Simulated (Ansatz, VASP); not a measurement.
**In4P: VASP beside Ansatz**

Contents of INCAR:

```
ALGO = Normal
EDIFF = 1E-6
ENCUT = 520
GGA = PE
ISIF = 2
ISMEAR = 0
LASPH = T
LCHARG = F
LREAL = F
LWAVE = F
NBANDS = 36
NELM = 60
PREC = Accurate
SIGMA = 0.1
```

File KPOINTS:

```
k-points
0
Gamma
  4 4 4
```

The input POSCAR:

```
In4P
1.0
   -3.1334394400      3.1334394400      3.1334394400
    3.1334394400     -3.1334394400      3.1334394400
    3.1334394400      3.1334394400     -3.1334394400
In P
4 1
Direct
    0.0000000000      0.0000000000      0.5000000000
    0.5000000000      0.0000000000      0.0000000000
    0.0000000000      0.5000000000      0.0000000000
    0.5000000000      0.5000000000      0.5000000000
    0.0000000000      0.0000000000      0.0000000000
```

Input for Ansatz:

```yaml
crystal:
  lattice:
    - [-3.13343944, 3.13343944, 3.13343944]
    - [3.13343944, -3.13343944, 3.13343944]
    - [3.13343944, 3.13343944, -3.13343944]
  atoms:
    - { symbol: In, position: [0.0, 0.0, 0.5] }
    - { symbol: In, position: [0.5, 0.0, 0.0] }
    - { symbol: In, position: [0.0, 0.5, 0.0] }
    - { symbol: In, position: [0.5, 0.5, 0.5] }
    - { symbol: P, position: [0.0, 0.0, 0.0] }
basis:
  ecutwfc: 420
kpoints:
  mp_grid: { grid: [4, 4, 4] }
hamiltonian:
  xc: pbe
scf:
  occupations: { method: gaussian, width: 0.1 }
  lower_state_search: "off"
output:
  forces: true
  stress: true
  eigenvalues: true
```

Change from the starting cell: species swapped into the Hg4Pt type (Im-3m, No. 229).

Alike in both runs: task single point; functional PBE; k mesh 4 × 4 × 4; occupations gaussian, width 0.1 eV; no spin polarisation.

|  | VASP | Ansatz |
| --- | --- | --- |
| version | VASP 6.6.1 | Ansatz 0.2.0 |
| potentials or method | VASP PAW PBE potentials, release 64 (In_d, P), cutoff 520 eV | scalar-relativistic, plane waves, PAW |
| valence electrons in the cell | 57 | 57 |

|  | VASP | Ansatz | Ansatz less VASP |
| --- | --- | --- | --- |
| gap on the k mesh at the Fermi level (eV) | none | none | - |
| pressure (GPa) | 6.2 | 6.2 | +0.03 |

A gap of «none» marks a metal or a gap that the smearing closes. The functional is the same, so the differences come from potentials, cutoffs and numerics.
